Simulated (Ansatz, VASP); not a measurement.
Two plane-wave programs on Si

INCAR

```
SYSTEM = Si
PREC     = Accurate       ! precision mode
ENCUT    = 520            ! plane-wave cutoff, eV
EDIFF    = 1E-7           ! SCF threshold, eV
ISMEAR   = 0              ! smearing method
SIGMA    = 0.1            ! smearing width, eV
LREAL    = .FALSE.        ! projectors in reciprocal space
LASPH    = .TRUE.         ! aspherical terms in the spheres
NELM     = 100            ! most SCF steps
ALGO     = Normal         ! electronic algorithm
ISIF     = 2              ! what is computed and relaxed
LWAVE    = .FALSE.        ! write WAVECAR
LCHARG   = .FALSE.        ! write CHGCAR
GGA      = PE             ! functional
NBANDS   = 11             ! bands
```

File KPOINTS:

```
regular mesh
0
G
  6 6 6
  0 0 0
```

The input POSCAR:

```
Si
1.0
    1.9677865900      1.1361021200      2.9799001800
   -1.9677865900      1.1361021200      2.9799001800
    0.0000000000     -2.2722042400      2.9799001800
Si
2
Direct
    0.5941707900      0.5941707900      0.5941707900
    0.4058292100      0.4058292100      0.4058292100
```

Input for Ansatz:

```yaml
crystal:
  lattice:
    - [1.96778659, 1.13610212, 2.97990018]
    - [-1.96778659, 1.13610212, 2.97990018]
    - [0.0, -2.27220424, 2.97990018]
  atoms:
    - { symbol: Si, position: [0.59417079, 0.59417079, 0.59417079] }
    - { symbol: Si, position: [0.40582921, 0.40582921, 0.40582921] }
basis:
  ecutwfc: 420
kpoints:
  mp_grid: { grid: [6, 6, 6] }
hamiltonian:
  xc: pbe
scf:
  occupations: { method: gaussian, width: 0.1 }
  lower_state_search: "off"
output:
  forces: true
  stress: true
  eigenvalues: true
```

Alike in both runs: task single point; functional PBE; k mesh 6 × 6 × 6; occupations gaussian, width 0.1 eV; no spin polarisation.

|  | VASP | Ansatz |
| --- | --- | --- |
| version | VASP 6.6.1 | Ansatz 0.2.0 |
| potentials or method | VASP PAW PBE potentials, release 64 (Si), cutoff 520 eV | scalar-relativistic, plane waves, PAW |
| valence electrons in the cell | 8 | 8 |

```tsv
	VASP	Ansatz	Ansatz less VASP
gap on the k mesh at the Fermi level (eV)	none	none	-
rms of the force components (eV/Å)	13.717	13.841	+0.1234
```

Atom by atom the forces differ by 0.123 eV/Å (rms over components). A gap of «none» marks a metal or a gap that the smearing closes. With one functional, cell and mesh, what is left measures potentials, basis and numerics.
